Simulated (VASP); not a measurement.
# Fe (Im-3m) in VASP: single point with PBE

Aim: the single point of Fe with PBE.

Program: VASP 6.6.1. These are calculated values, not measurements. Logs are shortened: lines on timing, memory, paths and dates and some standing lists are left out, and cuts for length are marked.

**1. The cell of the first run**

Symmetry: Im-3m, No. 229, cubic system. The conventional cell has a = 2.886 Å, b = 2.886 Å, c = 2.886 Å, α = 90.00°, β = 90.00°, γ = 90.00°. Fe (site symmetry m-3m) has 14 Fe at 2.50 to 2.89 Å within 3.3 Å.

**2. Single point, PBE, collinear spin, ferromagnetic start**

INCAR

```
SYSTEM = Fe
PREC = Accurate
ENCUT = 520
EDIFF = 1E-7
ISMEAR = -1
SIGMA = 0.1
LREAL = .FALSE.
LASPH = .TRUE.
NELM = 150
ALGO = Normal
ISIF = 2
LWAVE = .FALSE.
LCHARG = .FALSE.
ISPIN = 2
MAGMOM = 3.5
LORBIT = 11
LMAXMIX = 4
GGA = PE
NBANDS = 14
```

KPOINTS

```
regular mesh
0
G
  16 16 16
  0 0 0
```

POSCAR

```
Fe
1.0
   -1.4430000000      1.4430000000      1.4430000000
    1.4430000000     -1.4430000000      1.4430000000
    1.4430000000      1.4430000000     -1.4430000000
Fe
1
Direct
    0.0000000000      0.0000000000      0.0000000000
```

Potentials or basis: VASP PAW PBE potentials, release 64 (Fe).

Launch:

```sh
$ cat potpaw_PBE.64/Fe/POTCAR > POTCAR
$ mpirun -np 1 vasp_std > vasp.out
```

OUTCAR:

```text
SYSTEM = Fe
   PREC = Accurate
   ENCUT = 520
   EDIFF = 1E-7
   ISMEAR = -1
   LREAL = .FALSE.
   LASPH = .TRUE.
   NELM = 150
   ISIF = 2
   ISPIN = 2
   LORBIT = 11
   GGA = PE

 ion  position               nearest neighbor table
   1  0.000  0.000  0.000-

  LATTYP: Found a body centered cubic cell.
 ALAT       =     2.8860000000

  Lattice vectors:

 A1 = (  -1.4430000000,   1.4430000000,   1.4430000000)
 A2 = (   1.4430000000,  -1.4430000000,   1.4430000000)
 A3 = (   1.4430000000,   1.4430000000,  -1.4430000000)

Analysis of symmetry for initial positions (statically):
=====================================================================
 Subroutine PRICEL returns:
 Original cell was already a primitive cell.

 Routine SETGRP: Setting up the symmetry group for a
 body centered cubic supercell.

 Subroutine GETGRP returns: Found 48 space group operations
[... 9 lines left out ...]

 Routine SETGRP: Setting up the symmetry group for a
 body centered cubic supercell.

 Subroutine GETGRP returns: Found 48 space group operations
 (whereof 48 operations were pure point group operations)
 out of a pool of 48 trial point group operations.

The dynamic configuration has the point symmetry O_h .

Analysis of structural, dynamic, and magnetic symmetry:
=====================================================================
 Subroutine PRICEL returns:
 Original cell was already a primitive cell.

 Routine SETGRP: Setting up the symmetry group for a
 body centered cubic supercell.

 Subroutine GETGRP returns: Found 48 space group operations
 (whereof 48 operations were pure point group operations)
 out of a pool of 48 trial point group operations.

The overall configuration has the point symmetry O_h .

 Subroutine INISYM returns: Found 48 space group operations
[... 5 lines left out ...]
                                     Primitive cell

  volume of cell :      12.0187

  direct lattice vectors                    reciprocal lattice vectors
    -1.443000000  1.443000000  1.443000000     0.000000000  0.346500347  0.346500347
     1.443000000 -1.443000000  1.443000000     0.346500347  0.000000000  0.346500347
     1.443000000  1.443000000 -1.443000000     0.346500347  0.346500347  0.000000000

  length of vectors
     2.499349315  2.499349315  2.499349315     0.490025489  0.490025489  0.490025489

  position of ions in fractional coordinates (direct lattice)
     0.000000000  0.000000000  0.000000000

  ion indices of the primitive-cell ions
   primitive index   ion index
                 1           1

----------------------------------------------------------------------------------------

 KPOINTS: regular mesh

Automatic generation of k-mesh.
 Grid dimensions read from file:
 generate k-points for:   16   16   16

 Generating k-lattice:
[... 93 lines left out ...]
 spin polarized calculation
  energy-cutoff  :      520.00
  volume of cell :       12.02
 maximum number of plane-waves:       336
   NGX =  9   NGY =  9   NGZ =  9

 number of electron       7.9999995 magnetization       2.3008747

 Free energy of the ion-electron system (eV)
  ---------------------------------------------------
  ext. energy  EPLUGINS =         0.00000000
  ---------------------------------------------------
  free energy    TOTEN  =        -8.23826664 eV

  energy without entropy =       -8.20421652  energy(sigma->0) =       -8.22124158

 E-fermi :   5.2503     XC(G=0): -12.7983

 val. band max:        5.2408753835   @ k =   0.1875   0.1875   0.0000
 cond. band min:       5.2571895250   @ k =  -0.4375   0.4375   0.2500
 fundamental gap:      0.0163141415
 Fermi energy:         5.2502667380

 spin component 1

 k-point     1 :       0.0000    0.0000    0.0000
  band No.  band energies     occupation
      1      -2.8429      1.00000
      2       3.0415      1.00000
      3       3.0415      1.00000
      4       3.0415      1.00000
      5       4.1606      0.99998
      6       4.1606      0.99998
      7      29.7341      0.00000
      8      29.7341      0.00000
      9      29.7341      0.00000
     10      34.4669      0.00000
     11      34.4669      0.00000
     12      36.4531      0.00000
     13      36.4531      0.00000
     14      36.4531      0.00000
[... 379 lines left out ...]
      3       2.6879      1.00000
      4       4.0367      0.99999
      5       4.4597      0.99963
      6       6.1390      0.00014
      7      16.9177      0.00000
      8      18.9382      0.00000
      9      24.7769      0.00000
     10      30.4437      0.00000
     11      34.0813      0.00000
     12      37.9759      0.00000
     13      41.7605      0.00000
     14      43.9634      0.00000

 [... further k-points ...]

 spin component 2

 k-point     1 :       0.0000    0.0000    0.0000
  band No.  band energies     occupation
      1      -2.6852      1.00000
      2       5.0780      0.84841
      3       5.0782      0.84825
      4       5.0782      0.84824
      5       6.9865      0.00000
      6       6.9867      0.00000
      7      29.4506      0.00000
      8      29.4506      0.00000
      9      29.4506      0.00000
     10      34.6283      0.00000
     11      34.6283      0.00000
     12      37.1312      0.00000
     13      37.1312      0.00000
     14      37.1312      0.00000
[... 379 lines left out ...]
      3       4.3101      0.99992
      4       6.6176      0.00000
      5       7.2109      0.00000
      6       8.1215      0.00000
      7      17.7362      0.00000
      8      19.5897      0.00000
      9      25.2893      0.00000
     10      30.5944      0.00000
     11      34.4145      0.00000
     12      38.3832      0.00000
     13      42.1036      0.00000
     14      44.5587      0.00000

 [... further k-points ...]
[... 5 lines left out ...]
  --------------------------------------------------------------------------------------
  -------------------------------------------------------------------------------------
  Total       -0.6575498     -0.6575498     -0.6575498      0.0000000     -0.0000000     -0.0000000
  in kB      -87.6557215    -87.6557215    -87.6557215      0.0000000     -0.0000000     -0.0000000
  external PRESSURE =     -87.6557215 kB  Pullay stress =       0.0000000 kB

 VOLUME and BASIS-vectors are now :
 -----------------------------------------------------------------------------
  energy-cutoff  :      520.00
  volume of cell :       12.02
      direct lattice vectors                 reciprocal lattice vectors
    -1.443000000  1.443000000  1.443000000     0.000000000  0.346500347  0.346500347
     1.443000000 -1.443000000  1.443000000     0.346500347  0.000000000  0.346500347
     1.443000000  1.443000000 -1.443000000     0.346500347  0.346500347  0.000000000

 POSITION                                       TOTAL-FORCE (eV/Angst)
 -----------------------------------------------------------------------------------
      0.00000      0.00000      0.00000        -0.000000     -0.000000      0.000000
 -----------------------------------------------------------------------------------
    total drift:                                0.000000     -0.000000      0.000000

  FREE ENERGIE OF THE ION-ELECTRON SYSTEM (eV)
  ---------------------------------------------------
  free  energy   TOTEN  =        -8.2382666450 eV

  energy  without entropy=       -8.2042165167  energy(sigma->0) =       -8.22124158

 total charge

# of ion       s       p       d       tot
------------------------------------------
    1        0.464   0.492   6.202   7.158

 magnetization (x)

# of ion       s       p       d       tot
------------------------------------------
    1       -0.014  -0.054   2.377   2.309
```

OSZICAR:

```text
N       E                     dE             d eps       ncg     rms          rms(c)
DAV:   1     0.223131237104E+02    0.22313E+02   -0.37555E+03  8810   0.682E+02
DAV:   2    -0.804724688981E+01   -0.30360E+02   -0.27675E+02  8846   0.128E+02
DAV:   3    -0.897276955320E+01   -0.92552E+00   -0.91869E+00  9876   0.232E+01
DAV:   4    -0.897595989205E+01   -0.31903E-02   -0.31901E-02  9356   0.122E+00
DAV:   5    -0.897597606588E+01   -0.16174E-04   -0.16174E-04  9986   0.891E-02    0.112E+01
DAV:   6    -0.833277605235E+01    0.64320E+00   -0.10392E+01 10076   0.365E+01    0.590E+00
DAV:   7    -0.825163576455E+01    0.81140E-01   -0.71603E-01 10034   0.922E+00    0.336E+00
DAV:   8    -0.824481883026E+01    0.68169E-02   -0.69919E-03  9616   0.516E-01    0.133E+00
DAV:   9    -0.823834371849E+01    0.64751E-02   -0.84671E-03 10838   0.477E-01    0.287E-01
DAV:  10    -0.823822263827E+01    0.12108E-03   -0.53344E-04  9878   0.276E-01    0.652E-02
DAV:  11    -0.823827003359E+01   -0.47395E-04   -0.17089E-04 10176   0.112E-01    0.477E-02
DAV:  12    -0.823826726509E+01    0.27685E-05   -0.38324E-06  8972   0.201E-02    0.246E-02
DAV:  13    -0.823826896524E+01   -0.17001E-05   -0.41117E-06  9686   0.159E-02    0.157E-02
DAV:  14    -0.823826650863E+01    0.24566E-05   -0.88785E-07  9758   0.756E-03    0.137E-03
DAV:  15    -0.823826663230E+01   -0.12367E-06   -0.81447E-09  4522   0.642E-04    0.391E-04
DAV:  16    -0.823826664496E+01   -0.12659E-07   -0.16109E-09  4318   0.307E-04
   1 F= -.82382666E+01 E0= -.82212416E+01  d E =-.340501E-01  mag=     2.3009
```

Run time: 37 s. Hardware: 1 thread of AMD EPYC 9R45 (Zen 5), shared host; peak memory 0.12 GiB.

What came out:

```yaml
Free_energy: -8.2383 eV
Pressure: -8.8 GPa
Net_moment: 2.30 μB per cell
Site_moments: Fe +2.31 μB
Valence_electrons_inside_the_program's_atomic_spheres: Fe 7.16
```

Levels at points of the mesh, in eV from the Fermi level:
Spin up:
| k point | band 3 | band 4 | band 5 | band 6 | band 7 | band 8 |
| --- | --- | --- | --- | --- | --- | --- |
| (0.00, 0.00, 0.00) | -2.21 | -2.21 | -1.09 | -1.09 | 24.48 | 24.48 |
| (0.50, 0.00, 0.00) | -1.03 | -0.92 | 0.26 | 0.55 | 6.86 | 17.90 |
| (0.50, 0.50, 0.50) | 0.01 | 0.01 | 0.01 | 9.55 | 9.55 | 9.55 |
Spin down:
| k point | band 1 | band 2 | band 3 | band 4 | band 5 | band 6 | band 7 |
| --- | --- | --- | --- | --- | --- | --- | --- |
| (0.00, 0.00, 0.00) | -7.94 | -0.17 | -0.17 | -0.17 | 1.74 | 1.74 | 24.20 |
| (0.50, 0.00, 0.00) | -3.29 | -1.37 | 0.64 | 1.60 | 1.97 | 2.61 | 8.29 |
| (0.50, 0.50, 0.50) | -2.63 | -2.63 | 2.33 | 2.33 | 2.33 | 9.83 | 9.83 |
